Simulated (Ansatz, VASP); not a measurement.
## One calculation of ZnCu2SnS4, two programs

File INCAR:

```
SYSTEM = ZnCu2SnS4
PREC = Accurate ; ENCUT = 520
EDIFF = 1E-6 ; ISMEAR = -1
SIGMA = 0.05 ; LREAL = .False.
LASPH = .True. ; NELM = 80
ALGO = Normal ; ISIF = 2
LWAVE = .False. ; LCHARG = .True.
GGA = PS ; LELF = .True.
LVHAR = .True. ; NBANDS = 46
```

File KPOINTS:

```
Automatic mesh
0
Gamma
  7 7 7
  0 0 0
```

POSCAR

```
ZnCu2SnS4
1.0
   -2.7703899998      2.7703899998      5.5311956391
    2.7703899998     -2.7703899998      5.5311956391
    2.7703899998      2.7703899998     -5.5311956391
Sn Zn Cu S
1 1 2 4
Direct
    0.5000000000      0.5000000000      0.0000000000
    0.2500000000      0.7500000000      0.5000000000
    0.7500000000      0.2500000000      0.5000000000
    0.0000000000      0.0000000000      0.0000000000
    0.6279900000      0.6283900000      0.5128000000
    0.8848100000      0.3720100000      0.0004000000
    0.1155900000      0.1151900000      0.4872000000
    0.3716100000      0.8844100000      0.9996000000
```

The input input.yaml:

```yaml
crystal:
  lattice:
    - [-2.7703899998, 2.7703899998, 5.5311956391]
    - [2.7703899998, -2.7703899998, 5.5311956391]
    - [2.7703899998, 2.7703899998, -5.5311956391]
  atoms:
    - { symbol: Sn, position: [0.5, 0.5, 0.0] }
    - { symbol: Zn, position: [0.25, 0.75, 0.5] }
    - { symbol: Cu, position: [0.75, 0.25, 0.5] }
    - { symbol: Cu, position: [0.0, 0.0, 0.0] }
    - { symbol: S, position: [0.62799, 0.62839, 0.5128] }
    - { symbol: S, position: [0.88481, 0.37201, 0.0004] }
    - { symbol: S, position: [0.11559, 0.11519, 0.4872] }
    - { symbol: S, position: [0.37161, 0.88441, 0.9996] }
kpoints:
  mp_grid: { grid: [7, 7, 7] }
scf:
  occupations: { method: fermi_dirac, width: 0.05 }
hamiltonian:
  xc: pbesol
  pseudopotentials: { kind: all_electron, lapw: { basis_error: 0.001 } }
output:
  forces: true
  stress: true
  eigenvalues: true
```

Change from the starting cell: volume scaled by 1.06.

Alike in both runs: task single point; functional PBEsol; k mesh 7 × 7 × 7; occupations fermi-dirac, width 0.05 eV; no spin polarisation.

|  | VASP | Ansatz |
| --- | --- | --- |
| version | VASP 6.6.1 | Ansatz 0.2.0 |
| potentials or method | VASP PAW PBE potentials, release 64 (Sn_d, Zn, Cu, S), cutoff 520 eV | all-electron LAPW, scalar-relativistic |

```csv
,VASP,Ansatz,Ansatz less VASP
pressure (GPa),-5.2,-5.3,-0.10
"traceless stress, the component that is largest in VASP (GPa)",-0.07,-0.07,+0.002
rms of the force components (eV/Å),0.176,0.188,+0.0118
```

VASP's potentials were made for PBE, not for PBEsol. Atom by atom the forces differ by 0.013 eV/Å (rms over components). Ansatz ran all-electron here, and VASP with PAW potentials.
